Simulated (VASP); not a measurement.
Runs of VASP 6.6.1 on RuC5. The structure is that of space group P6/mmm (No. 191), or close to it. The cells are those of the table. 

```tsv
task	spin	cell	k mesh	cutoff (eV)	gap on the mesh (eV)	pressure (GPa)
single point	off	a = 4.805, b = 4.805, c = 4.649 Å, angles 90.0, 90.0, 120.0°, 6 atoms	6 × 6 × 4	520	none	-2.9
single point	off	a = 4.808, b = 4.808, c = 2.773 Å, angles 90.0, 90.0, 120.0°, 6 atoms	6 × 6 × 4	520	none	0.2
single point	collinear, ferromagnetic start	a = 4.806, b = 4.806, c = 2.801 Å, angles 90.0, 90.0, 120.0°, 6 atoms	6 × 6 × 6	520	none	(a)
relaxation of cell and atoms	off	relaxed from a = 4.808, b = 4.808, c = 2.773 Å, angles 90.0, 90.0, 120.0°, 6 atoms	6 × 6 × 6	600	none	0.5
single point	off	a = 4.806, b = 4.806, c = 2.801 Å, angles 90.0, 90.0, 120.0°, 6 atoms	6 × 6 × 6	520	none	-0.1
relaxation of cell and atoms	off	relaxed from a = 4.805, b = 4.805, c = 4.649 Å, angles 90.0, 90.0, 120.0°, 6 atoms	6 × 6 × 4	600	none	0.2
```

Alike in all rows: level PBE; potentials or basis VASP PAW PBE potentials, release 64 (Ru_pv, C); smearing gaussian 0.1 eV.

Question: Fill in the values left out.

Answer: (a) 0.1.

Caveats: some runs use coarse meshes.

A k mesh can miss the band edges, and the runs leave out spin-orbit coupling on Ru.

A gap of «none» marks levels without a gap at the run's occupations.
